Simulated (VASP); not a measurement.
# MgAu: electric field gradients with LDA

Crystal: MgAu.

```
Mg Au
1.0
     3.19247    0.00000    0.00000
     0.00000    3.19247    0.00000
     0.00000    0.00000    3.19247
Mg Au
1 1
Direct
  0.50000 0.50000 0.50000
  0.00000 0.00000 0.00000
```

This cell differs from its parent crystal: volume scaled by 0.94.

```
Program                : VASP 6.6.1
Task                   : electric field gradients
Functional             : LDA
Potentials or basis    : VASP PAW LDA potentials, release 64 (Mg, Au)
Cutoff                 : 520 eV
k mesh                 : 13 × 13 × 13
Occupations            : fermi-dirac, width 0.05 eV
Spin                   : no spin polarisation
Dipole correction      : no
Further INCAR settings : ALGO = Normal; EDIFF = 1e-08; NBANDS = 14
```

- Pressure: 2.2 GPa

Levels at points of the mesh, in eV from the Fermi level:
| k point | band 4 | band 5 | band 6 | band 7 | band 8 | band 9 |
| --- | --- | --- | --- | --- | --- | --- |
| (0.00, 0.00, 0.00) | -4.21 | -4.21 | -4.21 | 5.54 | 5.54 | 5.54 |

It took 16 s on 1 thread of Intel Xeon 6975P-C (shared host), peak memory 0.16 GiB.

Caveat: without QUAD_EFG the Cq values of the log hold for a quadrupole moment of 1 mb, not for the nuclei; spin-orbit coupling is left out, which moves the levels of the heavy elements.
